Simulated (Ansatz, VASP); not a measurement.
Os in VASP and in Ansatz

```xyz
1
Lattice="0.0000 1.9515 1.9515 1.9515 0.0000 1.9515 1.9515 1.9515 0.0000" Properties=species:S:1:pos:R:3 pbc="T T T"
Os    0.0000    0.0000    0.0000
```

Change from the starting cell: volume scaled by 1.01, crystal datasets.

Alike in both runs: task electric field gradients; functional PBEsol; k mesh 14 × 14 × 14; occupations fermi-dirac, width 0.03 eV; no spin polarisation.

```csv
,VASP,Ansatz
version,VASP 6.6.1,Ansatz 0.2.0
potentials or method,"VASP PAW PBE potentials, release 64 (Os), cutoff 520 eV","all-electron PAW with datasets made for the crystal, scalar-relativistic"
```

Ansatz gave:

```
pressure (GPa) : -23.1
```

Question: Which values does VASP return?

Answer: Pressure (GPa): -23.2.

VASP's potentials were made for PBE, not for PBEsol. Ansatz ran all-electron here, and VASP with PAW potentials.

Spin-orbit coupling is off throughout.
